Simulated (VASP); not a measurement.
**PbS (Galena): single point with PBE**

Crystal: PbS (Galena).

```
CELL_PARAMETERS angstrom
0.00000 3.00442 3.00442
3.00442 0.00000 3.00442
3.00442 3.00442 0.00000
ATOMIC_POSITIONS crystal
Pb 0.00000 0.00000 0.00000
S 0.50000 0.50000 0.50000
```

| Property | Result |
| --- | --- |
| Program | VASP 6.6.1 |
| Task | single point |
| Functional | PBE |
| Potentials or basis | VASP PAW PBE potentials, release 64 (Pb_d, S) |
| Cutoff | 500 eV |
| k mesh | 10 × 10 × 10 |
| Occupations | gaussian, width 0.02 eV |
| Spin | no spin polarisation |
| Dipole correction | no |
| Further INCAR settings | ALGO = Normal; EDIFF = 1e-06; NBANDS = 17 |

* Pressure: -0.1 GPa
* Band gap on the k mesh: 0.50 eV, direct

Levels at points of the mesh, in eV from the valence-band top:
```
           k point  band 7  band 8  band 9  band 10  band 11  band 12  band 13  band 14
(0.00, 0.00, 0.00)   -6.07   -1.94   -1.94    -1.94     5.14     5.14     5.14     6.87
(0.50, 0.00, 0.00)   -8.59   -1.58   -1.58     0.00     0.50     2.08     2.08     8.65
(0.50, 0.50, 0.00)   -7.11   -4.83   -3.15    -3.15     4.07     5.48     5.57     5.57
```

It took 37 s on 1 thread of Intel(R) Xeon(R) Platinum 8488C (Sapphire Rapids) (shared host), peak memory 0.19 GiB.

Caveat: spin-orbit coupling is left out, which moves the levels of the heavy elements. A k mesh can miss the band edges.
